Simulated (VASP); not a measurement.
NaF: single point with PBE0

NaF:

```
Na F
1.0
     2.79349    0.00000    0.00000
     0.00000    2.79349    0.00000
     0.00000    0.00000    2.79349
Na F
1 1
Direct
  0.00000 0.00000 0.00000
  0.50000 0.50000 0.50000
```

```
Program             : VASP 6.6.1
Task                : single point
Functional          : PBE0
Potentials or basis : VASP PAW PBE potentials, release 64 (Na_pv, F)
Cutoff              : 520 eV
k mesh              : 6 × 6 × 6
Occupations         : gaussian, width 0.01 eV
Spin                : no spin polarisation
```

The pressure is 1.8 GPa and the band gap on the k mesh is 9.07 eV (least direct gap 9.42 eV).

Levels at points of the mesh, in eV from the valence-band top:
```csv
k point,band 5,band 6,band 7,band 8,band 9,band 10
"(0.00, 0.00, 0.00)",-0.35,-0.35,-0.35,9.07,18.87,18.87
"(0.50, 0.00, 0.00)",-2.77,-0.22,-0.22,13.96,15.10,23.17
"(0.50, 0.50, 0.00)",-2.00,-2.00,0.00,15.04,18.61,18.61
"(0.50, 0.50, 0.50)",-1.76,-1.76,-1.76,17.53,17.53,17.53
```

Run time: 5 min on 1 thread of AMD EPYC 9R45 96-Core Processor (Zen 5) (shared host), peak memory 0.11 GiB.

Caveat: the PAW data sets were made with another functional, which shifts forces and pressure a little. A k mesh can miss the band edges.
